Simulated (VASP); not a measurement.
# Ag (I4/mmm) in VASP: notebook, part 2 of 2

VASP 6.6.1.

### Step 4. Single point, PBE (zz strain of +2 %)

The input, INCAR:

```
  PREC = Accurate
  ENCUT = 520
  EDIFF = 1E-6
  ISMEAR = -1
  SIGMA = 0.05
  LREAL = F
  LASPH = T
  NELM = 80
  ALGO = Normal
  ISIF = 2
  LWAVE = F
  LCHARG = F
  GGA = PE
  NBANDS = 12
```

The input, KPOINTS:

```
Automatic mesh
0
Gamma
  15 15 15
```

The input, POSCAR:

```
Ag
1.0
    0.0000000000      2.0431000000      2.0839620000
    2.0431000000      0.0000000000      2.0839620000
    2.0431000000      2.0431000000      0.0000000000
Ag
1
Direct
    0.0000000000      0.0000000000      0.0000000000
```

Potentials or basis: VASP PAW PBE potentials, release 64 (Ag).

Started as:

```
> cat potpaw_PBE.64/Ag/POTCAR > POTCAR
> mpirun -np 1 vasp_std > vasp.out
```

OUTCAR:

```text
PREC = Accurate
   ENCUT = 520
   EDIFF = 1E-6
   ISMEAR = -1
   LREAL = F
   LASPH = T
   NELM = 80
   ISIF = 2
   GGA = PE

 ion  position               nearest neighbor table
   1  0.000  0.000  0.000-

  LATTYP: Found a body centered tetragonal cell.
 ALAT       =     2.8893797293
 C/A-ratio  =     1.4424978336

  Lattice vectors:

 A1 = (  -2.0431000000,   0.0000000000,   2.0839620000)
 A2 = (   2.0431000000,   0.0000000000,   2.0839620000)
 A3 = (   0.0000000000,   2.0431000000,  -2.0839620000)

Analysis of symmetry for initial positions (statically):
=====================================================================
 Subroutine PRICEL returns:
 Original cell was already a primitive cell.

 Routine SETGRP: Setting up the symmetry group for a
 body centered tetragonal supercell.

 Subroutine GETGRP returns: Found 16 space group operations
 (whereof 16 operations were pure point group operations)
 out of a pool of 16 trial point group operations.

The static configuration has the point symmetry D_4h.

Analysis of symmetry for dynamics (positions and initial velocities):
=====================================================================
 Subroutine PRICEL returns:
 Original cell was already a primitive cell.

 Routine SETGRP: Setting up the symmetry group for a
 body centered tetragonal supercell.

 Subroutine GETGRP returns: Found 16 space group operations
 (whereof 16 operations were pure point group operations)
 out of a pool of 16 trial point group operations.

The dynamic configuration has the point symmetry D_4h.

 Subroutine INISYM returns: Found 16 space group operations
 (whereof 16 operations are pure point group operations),
 and found     1 'primitive' translations

----------------------------------------------------------------------------------------

                                     Primitive cell

  volume of cell :      17.3980

  direct lattice vectors                    reciprocal lattice vectors
     0.000000000  2.043100000  2.083962000    -0.244726151  0.244726151  0.239927599
     2.043100000  0.000000000  2.083962000     0.244726151 -0.244726151  0.239927599
     2.043100000  2.043100000  0.000000000     0.244726151  0.244726151 -0.239927599

  length of vectors
     2.918416562  2.918416562  2.889379729     0.421125909  0.421125909  0.421125909

  position of ions in fractional coordinates (direct lattice)
     0.000000000  0.000000000  0.000000000

  ion indices of the primitive-cell ions
   primitive index   ion index
                 1           1

----------------------------------------------------------------------------------------

 KPOINTS: Automatic mesh

Automatic generation of k-mesh.
 Grid dimensions read from file:
 generate k-points for:   15   15   15

 Generating k-lattice:

  Cartesian coordinates                     Fractional coordinates (reciprocal lattice)
    -0.016315077  0.016315077  0.015995173     0.066666667 -0.000000000  0.000000000
     0.016315077 -0.016315077  0.015995173    -0.000000000  0.066666667  0.000000000
     0.016315077  0.016315077 -0.015995173     0.000000000  0.000000000  0.066666667

  Length of vectors
     0.028075061  0.028075061  0.028075061

  Shift w.r.t. Gamma in fractional coordinates (k-lattice)
     0.000000000  0.000000000  0.000000000

 Subroutine IBZKPT returns following result:
 ===========================================

 Found    288 irreducible k-points:

 Following reciprocal coordinates:
            Coordinates               Weight
  0.000000  0.000000  0.000000      1.000000
  0.066667  0.000000  0.000000      8.000000
  0.133333  0.000000  0.000000      8.000000
  0.200000  0.000000  0.000000      8.000000
  0.266667  0.000000  0.000000      8.000000
  0.333333  0.000000  0.000000      8.000000
[... 16 lines left out ...]
  0.133333  0.133333  0.000000      2.000000
  0.200000  0.133333  0.000000      8.000000
 [... further k-points ...]
   k-points           NKPTS =    288   k-points in BZ     NKDIM =    288   number of bands    NBANDS=     12
   number of dos      NEDOS =    301   number of ions     NIONS =      1
   total plane-waves  NPLWV =  13824
   dimension x,y,z NGX =    24 NGY =   24 NGZ =   24
   dimension x,y,z NGXF=    48 NGYF=   48 NGZF=   48
   ions per type =               1
   NGX,Y,Z   is equivalent  to a cutoff of  13.67, 13.67, 13.81 a.u.
   NGXF,Y,Z  is equivalent  to a cutoff of  27.34, 27.34, 27.62 a.u.
 SYSTEM =  unknown system
   PREC   = accura    normal or accurate (medium, high low for compatibility)
   ISTART =      0    job   : 0-new  1-cont  2-samecut
   ICHARG =      2    charge: 1-file 2-atom 10-const
   ISPIN  =      1    spin polarized calculation?
   LNONCOLLINEAR =      F non collinear calculations
   LSORBIT =      F    spin-orbit coupling
   LASPH  =      T    aspherical Exc in radial PAW
   ENCUT  =  520.0 eV  38.22 Ry    6.18 a.u.   5.43  5.43  5.37*2*pi/ulx,y,z
   NELM   =     80;   NELMIN=  2; NELMDL= -5     # of ELM steps
   EDIFF  = 0.1E-05   stopping-criterion for ELM
   LREAL  =      F    real-space projection
   EDIFFG = 0.1E-04   stopping-criterion for IOM
   NSW    =      0    number of steps for IOM
   IBRION =     -1    ionic relax: 0-MD 1-quasi-New 2-CG
   NFREE  =      0    steps in history (QN), initial steepest desc. (CG)
   ISIF   =      2    stress and relaxation
   ISYM   =      2    0-nonsym 1-usesym 2-fastsym
   POTIM  = 0.5000    time-step for ionic-motion
   TEBEG  =    0.0;   TEEND  =   0.0 temperature during run
   PSTRESS=    0.0 pullay stress
   NELECT =      11.0000    total number of electrons
   NUPDOWN=      -1.0000    fix difference up-down
   EMIN   =  10.00;   EMAX   =-10.00  energy-range for DOS
   EFERMI =   0.00;   METHOD = LEGACY
   ISMEAR =    -1;   SIGMA  =   0.05  broadening in eV -4-tet -1-fermi 0-gaus
   EFERMI_NEDOS =   21; number of points for ismear=-14 and -15
   IALGO  =     38    algorithm
   IMIX   =      4    mixing-type and parameters
     AMIX     =   0.40;   BMIX     =  1.00
     AMIX_MAG =   1.60;   BMIX_MAG =  1.00
  volume/ion in A,a.u.               =      17.40       117.41
  Fermi-wavevector in a.u.,A,eV,Ry     =   1.405096  2.655247 26.861917  1.974295
  Thomas-Fermi vector in A             =   2.527592
   LORBIT       =      0    0 simple, 1 ext, 2 COOP (PROOUT), +10 PAW based schemes
   GGA     = PE    functional components
   LHFCALC =     F    Hartree Fock is set to
   AEXX    =    0.0000 exact exchange contribution
   IVDW    =     0    specifies the selected vdW correction
   LEPSILON=     F    determine dielectric tensor
   LRPA    =     F    only Hartree local field effects (RPA)
 non-spin polarized calculation
  energy-cutoff  :      520.00
  volume of cell :       17.40
 maximum number of plane-waves:       491
 NGX is ok and might be reduce to    24
   NGX = 11   NGY = 11   NGZ = 11

 number of electron      10.9999998 magnetization

 Free energy of the ion-electron system (eV)
  ---------------------------------------------------
  ext. energy  EPLUGINS =         0.00000000
  ---------------------------------------------------
  free energy    TOTEN  =        -2.71207992 eV

  energy without entropy =       -2.70883831  energy(sigma->0) =       -2.71045912

 E-fermi :   8.2862     XC(G=0): -12.0903

 val. band max:        8.2591296833   @ k =  -0.4667   0.2667   0.2000
 cond. band min:       8.2941811059   @ k =  -0.2667   0.0667   0.2667
 fundamental gap:      0.0350514226
 Fermi energy:         8.2861846658

 k-point     1 :       0.0000    0.0000    0.0000
  band No.  band energies     occupation
      1       0.5320      2.00000
      2       3.3335      2.00000
      3       3.4571      2.00000
      4       3.4571      2.00000
      5       4.3483      2.00000
      6       4.4734      2.00000
      7      24.1380      0.00000
      8      27.4293      0.00000
      9      27.6731      0.00000
     10      27.6731      0.00000
     11      32.3483      0.00000
     12      33.2876      0.00000
[... 331 lines left out ...]
 k-point    24 :       0.2000    0.1333    0.0000
  band No.  band energies     occupation
      1       1.6239      2.00000
      2       2.9816      2.00000
      3       3.7680      2.00000
      4       3.8349      2.00000
      5       4.1467      2.00000
      6       4.6388      2.00000
      7      23.1630      0.00000
      8      24.7709      0.00000
      9      25.1092      0.00000
     10      26.5009      0.00000
     11      29.5950      0.00000
     12      33.2768      0.00000

 [... further k-points ...]

------------------------ aborting loop because EDIFF is reached ----------------------------------------

  FORCE on cell =-STRESS in cart. coord.  units (eV):
  Direction    XX          YY          ZZ          XY          YZ          ZX
  --------------------------------------------------------------------------------------
  -------------------------------------------------------------------------------------
  Total        0.2553726      0.2553726      0.2263033      0.0000000      0.0000000      0.0000000
  in kB       23.5172086     23.5172086     20.8402269      0.0000000      0.0000000      0.0000000
  external PRESSURE =      22.6248813 kB  Pullay stress =       0.0000000 kB

 VOLUME and BASIS-vectors are now :
 -----------------------------------------------------------------------------
  energy-cutoff  :      520.00
  volume of cell :       17.40
      direct lattice vectors                 reciprocal lattice vectors
     0.000000000  2.043100000  2.083962000    -0.244726151  0.244726151  0.239927599
     2.043100000  0.000000000  2.083962000     0.244726151 -0.244726151  0.239927599
     2.043100000  2.043100000  0.000000000     0.244726151  0.244726151 -0.239927599

 POSITION                                       TOTAL-FORCE (eV/Angst)
 -----------------------------------------------------------------------------------
      0.00000      0.00000      0.00000        -0.000000      0.000000      0.000000
 -----------------------------------------------------------------------------------
    total drift:                               -0.000000      0.000000      0.000000

  FREE ENERGIE OF THE ION-ELECTRON SYSTEM (eV)
  ---------------------------------------------------
  free  energy   TOTEN  =        -2.7120799232 eV

  energy  without entropy=       -2.7088383101  energy(sigma->0) =       -2.71045912
```

OSZICAR:

```text
N       E                     dE             d eps       ncg     rms          rms(c)
DAV:   1     0.529949905582E+02    0.52995E+02   -0.54773E+03  6980   0.825E+02
DAV:   2    -0.213078460252E+01   -0.55126E+02   -0.51923E+02  8040   0.195E+02
DAV:   3    -0.296136390871E+01   -0.83058E+00   -0.83001E+00  8028   0.254E+01
DAV:   4    -0.296382332007E+01   -0.24594E-02   -0.24593E-02  8144   0.145E+00
DAV:   5    -0.296384269461E+01   -0.19375E-04   -0.19374E-04  8148   0.117E-01    0.496E+00
DAV:   6    -0.272226346058E+01    0.24158E+00   -0.96264E-01  7500   0.876E+00    0.324E+00
DAV:   7    -0.271483101766E+01    0.74324E-02   -0.87733E-03  8096   0.891E-01    0.184E+00
DAV:   8    -0.271206763686E+01    0.27634E-02   -0.70361E-04  7796   0.200E-01    0.857E-02
DAV:   9    -0.271207486954E+01   -0.72327E-05   -0.88358E-06  8132   0.223E-02    0.256E-02
DAV:  10    -0.271208034502E+01   -0.54755E-05   -0.41353E-06  7864   0.192E-02    0.523E-03
DAV:  11    -0.271207992318E+01    0.42184E-06   -0.86870E-08  4364   0.249E-03
   1 F= -.27120799E+01 E0= -.27104591E+01  d E =-.324161E-02
```

stdout:

```text
POSCAR found type information on POSCAR Ag
 POSCAR found :  1 types and       1 ions
 scaLAPACK will be used
 LDA part: xc-table for (Slater+PW92), standard interpolation
 POSCAR, INCAR and KPOINTS ok, starting setup
 FFT: planning ... GRIDC
 FFT: planning ... GRID_SOFT
 FFT: planning ... GRID
 WAVECAR not read
 entering main loop
```

It took 15 s on 1 thread of Intel Xeon 6975P-C (Granite Rapids), shared host; peak memory 0.18 GiB.

What came out:

```yaml
Free_energy: -2.7121 eV
Pressure: 2.3 GPa
Band_gap_on_the_k_mesh: zero (an odd number of electrons rules out a gap without spin polarisation)
```

Caveat: the cell differs from its parent crystal (zz strain of +2 %).

### Step 5. Single point, PBE (zz strain of +1 %)

The input, INCAR:

```
  ALGO = Normal
  EDIFF = 1E-6
  ENCUT = 520
  GGA = PE
  ISIF = 2
  ISMEAR = -1
  LASPH = True
  LCHARG = True
  LELF = True
  LREAL = False
  LVHAR = True
  LWAVE = False
  NBANDS = 12
  NELM = 80
  PREC = Accurate
  SIGMA = 0.05
```

The input, KPOINTS:

```
k-points
0
Gamma
  15 15 15
```

The input, POSCAR:

```
Ag
1.0
    0.0000000000      2.0431000000      2.0635310000
    2.0431000000      0.0000000000      2.0635310000
    2.0431000000      2.0431000000      0.0000000000
Ag
1
Direct
    0.0000000000      0.0000000000      0.0000000000
```

Started as:

```
> cat potpaw_PBE.64/Ag/POTCAR > POTCAR
> mpirun -np 1 vasp_std > vasp.out
```

Wall time 16 s (1 thread of Intel Xeon 6975P-C (Granite Rapids), shared host); peak memory 0.18 GiB.

Results (log left out):

```yaml
Free_energy: -2.7092 eV
Pressure: 3.3 GPa
Band_gap_on_the_k_mesh: zero (an odd number of electrons rules out a gap without spin polarisation)
```

Stress tensor (GPa, compression positive):
```
3.32 0.00 0.00
0.00 3.32 0.00
0.00 0.00 3.23
```

Levels at points of the mesh, in eV from the Fermi level:
```
           k point  band 3  band 4  band 5  band 6  band 7  band 8  band 9  band 10
(0.00, 0.00, 0.00)   -4.89   -4.89   -3.93   -3.87   15.86   19.29   19.42    19.42
```

Caveat: the cell differs from its parent crystal (zz strain of +1 %); the cell stands under pressure.

### Step 6. Overview

| cell | gap on the mesh (eV) | pressure (GPa) |
| --- | --- | --- |
| a = 2.875, b = 2.875, c = 2.860 Å, angles 60.2, 60.2, 59.7°, 1 atom | none | 6.9 |
| a = 2.875, b = 2.875, c = 2.889 Å, angles 59.8, 59.8, 60.3°, 1 atom | none | 5.6 |
| a = 2.918, b = 2.918, c = 2.889 Å, angles 60.3, 60.3, 59.3°, 1 atom | none | 2.3 |
| a = 2.904, b = 2.904, c = 2.889 Å, angles 60.2, 60.2, 59.7°, 1 atom | none | 3.3 |

Alike in all rows: task single point; level PBE; potentials or basis VASP PAW PBE potentials, release 64 (Ag); no spin polarisation; k mesh 15 × 15 × 15; cutoff (eV) 520; smearing fermi-dirac 0.05 eV.

Caveats: the cell stands under pressure (at least some runs).

Total energies depend on the potentials used, so only differences within one code and one set of settings carry meaning.
